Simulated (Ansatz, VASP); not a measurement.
Two plane-wave programs on TaN

```xyz
2
Lattice="0.0000 2.1790 2.1245 2.1790 0.0000 2.1245 2.1790 2.1790 0.0000" Properties=species:S:1:pos:R:3 pbc="T T T"
Ta    2.1790    2.1790    2.1245
N     0.0000    0.0000    0.0000
```

Change from the starting cell: strain +0.000 along x and y, -0.025 along z, atoms carried along.

Alike in both runs: task single point; functional PBEsol; k mesh 18 × 18 × 18; occupations gaussian, width 0.15 eV; no spin polarisation.

|  | VASP | Ansatz |
| --- | --- | --- |
| version | VASP 6.6.1 | Ansatz 0.2.0 |
| potentials or method | VASP PAW PBE potentials, release 64 (Ta_pv, N), cutoff 520 eV | scalar-relativistic, plane waves, PAW |
| valence electrons in the cell | 16 | 18 |

```tsv
	VASP	Ansatz	Ansatz less VASP
gap on the k mesh at the Fermi level (eV)	none	none	-
pressure (GPa)	16.3	15.1	-1.23
traceless stress, the component that is largest in VASP (GPa)	13.53	13.39	-0.133
```

VASP's potentials were made for PBE, not for PBEsol. A gap of «none» marks a metal or a gap that the smearing closes. VASP's potentials hold 16 valence electrons a cell and Ansatz's 18, so a difference there can come from the potentials and not from the codes.

Spin-orbit coupling is off throughout.
